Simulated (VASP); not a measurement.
# Ni (Fd-3m) in VASP: a series of runs, part 2 of 2

VASP 6.6.1. Earlier steps stand in the parts before.

## Step 3: Relaxation of cell and atoms, r2SCAN, collinear spin, ferromagnetic start

This run uses another cell than the first one, of 12.11 Å³/atom.

POSCAR reads:

```
Ni
1.0
    0.0000000000      2.2962173274      2.2962173274
    2.2962173274      0.0000000000      2.2962173274
    2.2962173274      2.2962173274      0.0000000000
Ni
2
Direct
    0.5000000000      0.5000000000      0.5000000000
    0.7500000000      0.7500000000      0.7500000000
```

INCAR.step1 reads:

```
ALGO = Normal ; EDIFF = 1E-4
ENCUT = 600 ; GGA = PE
ISMEAR = 0 ; ISPIN = 2
LASPH = T ; LCHARG = F
LMAXMIX = 4 ; LREAL = F
LWAVE = T ; MAGMOM = 0.95 0.95
NELM = 150 ; PREC = Accurate
SIGMA = 0.1
```

INCAR.step2 reads:

```
ALGO = Normal ; EDIFF = 1E-7
EDIFFG = -0.04 ; ENCUT = 600
IBRION = 2 ; ISIF = 3
ISMEAR = 0 ; ISPIN = 2
ISTART = 1 ; LASPH = T
LCHARG = F ; LMAXMIX = 4
LMIXTAU = T ; LORBIT = 11
LREAL = F ; LWAVE = F
MAGMOM = 0.95 0.95 ; METAGGA = R2SCAN
NELM = 150 ; NSW = 90
PREC = Accurate ; SIGMA = 0.1
```

KPOINTS reads:

```
k-points
0
Gamma
  6 6 6
```

Potentials or basis: VASP PAW PBE potentials, release 64 (Ni).

On the command line:

```
cat potpaw_PBE.64/Ni/POTCAR > POTCAR
cp INCAR.step1 INCAR
mpirun -np 1 vasp_std > vasp.out
cp INCAR.step2 INCAR
mpirun -np 1 vasp_std > vasp.out
```

OUTCAR:

```text
EDIFF = 1E-7
   EDIFFG = -0.04
   ENCUT = 600
   IBRION = 2
   ISIF = 3
   ISMEAR = 0
   ISPIN = 2
   ISTART = 1
   LASPH = T
   LORBIT = 11
   LREAL = F
   METAGGA = R2SCAN
   NELM = 150
   NSW = 90
   PREC = Accurate

 ion  position               nearest neighbor table
   1  0.500  0.500  0.500-   2 1.99   2 1.99   2 1.99   2 1.99
   2  0.750  0.750  0.750-   1 1.99   1 1.99   1 1.99   1 1.99

  LATTYP: Found a face centered cubic cell.
 ALAT       =     4.5924346548

  Lattice vectors:

 A1 = (   0.0000000000,   2.2962173274,   2.2962173274)
 A2 = (   2.2962173274,   0.0000000000,   2.2962173274)
 A3 = (   2.2962173274,   2.2962173274,   0.0000000000)

Analysis of symmetry for initial positions (statically):
=====================================================================
 Subroutine PRICEL returns:
 Original cell was already a primitive cell.

 Routine SETGRP: Setting up the symmetry group for a
 face centered cubic supercell.

 Subroutine GETGRP returns: Found 48 space group operations
 (whereof 24 operations were pure point group operations)
 out of a pool of 48 trial point group operations.

The static configuration has the point symmetry T_d .
 The point group associated with its full space group is O_h .

Analysis of symmetry for dynamics (positions and initial velocities):
[... 213 lines left out ...]
 spin component 1

 k-point     1 :       0.0000    0.0000    0.0000
  band No.  band energies     occupation
      1      -3.0394      1.00000
      2       0.7899      1.00000
      3       0.7900      1.00000
      4       1.1227      1.00000
      5       1.1227      1.00000
      6       1.1228      1.00000
      7       2.5008      1.00000
      8       2.5008      1.00000
      9       2.5009      1.00000
     10       2.7455      0.99991
     11       2.7455      0.99991
[... 634 lines left out ...]
--------------------------------------- Ionic step        4  -------------------------------------------

 number of electron      19.9999984 magnetization      -1.6455312

 Free energy of the ion-electron system (eV)
  ---------------------------------------------------
  ext. energy  EPLUGINS =         0.00000000
  ---------------------------------------------------
  free energy    TOTEN  =       -21.38901771 eV

  energy without entropy =      -21.37643603  energy(sigma->0) =      -21.38272687

 E-fermi :   5.1629     XC(G=0): -11.5783

 val. band max:        5.1518265688   @ k =   0.0000   0.0000   0.0000
 cond. band min:       5.1838415319   @ k =   0.1667   0.0000   0.0000
 fundamental gap:      0.0320149631
 Fermi energy:         5.1629380570

 spin component 1

 k-point     1 :       0.0000    0.0000    0.0000
  band No.  band energies     occupation
      1      -2.0697      1.00000
      2       2.3149      1.00000
      3       2.3149      1.00000
      4       2.4875      1.00000
      5       2.4876      1.00000
      6       2.4876      1.00000
      7       4.2422      1.00000
      8       4.2422      1.00000
      9       4.2422      1.00000
     10       5.1518      0.56255
     11       5.1518      0.56243
[... 592 lines left out ...]
  FREE ENERGIE OF THE ION-ELECTRON SYSTEM (eV)
  ---------------------------------------------------
  free  energy   TOTEN  =       -21.3890177062 eV

  energy  without entropy=      -21.3764360338  energy(sigma->0) =      -21.38272687

 reached required accuracy - stopping structural energy minimisation

 total charge

# of ion       s       p       d       tot
------------------------------------------
    1        0.573   0.379   8.360   9.312
    2        0.573   0.379   8.360   9.312
--------------------------------------------------
tot          1.147   0.757  16.720  18.625

 magnetization (x)

# of ion       s       p       d       tot
------------------------------------------
    1        0.025   0.035  -0.890  -0.831
    2        0.025   0.035  -0.890  -0.831
--------------------------------------------------
tot          0.050   0.069  -1.780  -1.662
```

OUTCAR.step1:

```text
EDIFF = 1E-4
   ENCUT = 600
   GGA = PE
   ISMEAR = 0
   ISPIN = 2
[... 809 lines left out ...]
 -----------------------------------------------------------------------------------
      2.29622      2.29622      2.29622         0.000000      0.000000      0.000000
      3.44433      3.44433      3.44433        -0.000000     -0.000000     -0.000000
 -----------------------------------------------------------------------------------
    total drift:                                0.000000      0.000000      0.000000

  FREE ENERGIE OF THE ION-ELECTRON SYSTEM (eV)
  ---------------------------------------------------
  free  energy   TOTEN  =        -7.3385518667 eV

  energy  without entropy=       -7.3261127484  energy(sigma->0) =       -7.33233231
```

Run time: 9.8 min. Hardware: 1 thread of Intel Xeon 8259CL, shared host; peak memory 0.19 GiB.

Results:

| Quantity | Value |
| --- | --- |
| Free energy | -21.3890 eV |
| Relaxed volume | 15.87 Å³/atom |
| Relaxed cell | a = 3.554 Å, b = 3.554 Å, c = 3.554 Å, α = 60.00°, β = 60.00°, γ = 60.00° |
| Space group after relaxing (to 0.1 Å) | Fd-3m (No. 227) |
| Energy gained by relaxing | 471.6 meV/atom |
| Ionic steps | 4 |
| Pressure after relaxing | 0.0 GPa |
| Net moment | -1.65 μB per cell |
| Site moments | Ni -0.83 μB |
| Valence electrons inside the program's atomic spheres | Ni 9.31 |

Step by step:
```
step  energy change (eV)  largest force (eV/Å)  pressure (GPa)  volume (Å³)
   1              0.0000                0.0000           51.67        24.21
   2             -0.4688                0.0000          -13.14        40.64
   3             -0.9429                0.0000           -0.49        31.91
   4             -0.9432                0.0000            0.03        31.74
```

Final structure:
```cif
data_structure
_symmetry_space_group_name_H-M 'P 1'
_symmetry_Int_Tables_number 1
_cell_length_a 3.5539
_cell_length_b 3.5539
_cell_length_c 3.5539
_cell_angle_alpha 60.000
_cell_angle_beta 60.000
_cell_angle_gamma 60.000
_cell_volume 31.74
loop_
_atom_site_label
_atom_site_type_symbol
_atom_site_fract_x
_atom_site_fract_y
_atom_site_fract_z
_atom_site_occupancy
Ni1 Ni 0.50000 0.50000 0.50000 1
Ni2 Ni 0.75000 0.75000 0.75000 1
```

Levels at points of the mesh, in eV from the Fermi level:
Spin up:
```tsv
k point	band 6	band 7	band 8	band 9	band 10	band 11	band 12	band 13
(0.00, 0.00, 0.00)	-2.68	-0.92	-0.92	-0.92	-0.01	-0.01	12.41	12.41
(0.50, 0.00, 0.00)	-2.60	-1.82	-0.77	-0.77	0.03	0.03	1.17	8.96
(0.50, 0.50, 0.00)	-2.34	-1.37	-1.37	0.21	0.21	1.45	1.45	4.45
```
Spin down:
| k point | band 8 | band 9 | band 10 | band 11 | band 12 | band 13 | band 14 | band 15 |
| --- | --- | --- | --- | --- | --- | --- | --- | --- |
| (0.00, 0.00, 0.00) | -2.23 | -2.23 | -1.18 | -1.18 | 12.26 | 12.26 | 12.26 | 12.74 |
| (0.50, 0.00, 0.00) | -1.84 | -1.72 | -1.39 | -1.39 | 0.06 | 8.90 | 8.90 | 12.79 |
| (0.50, 0.50, 0.00) | -2.41 | -1.27 | -1.27 | 0.79 | 0.79 | 4.54 | 4.54 | 9.63 |

Caveat: the k points lie up to 0.36 Å⁻¹ apart in the final cell; the volume moved by over 15 % at a fixed basis, so the end points are rough; the PAW data sets were made with another functional, which shifts forces and pressure a little.
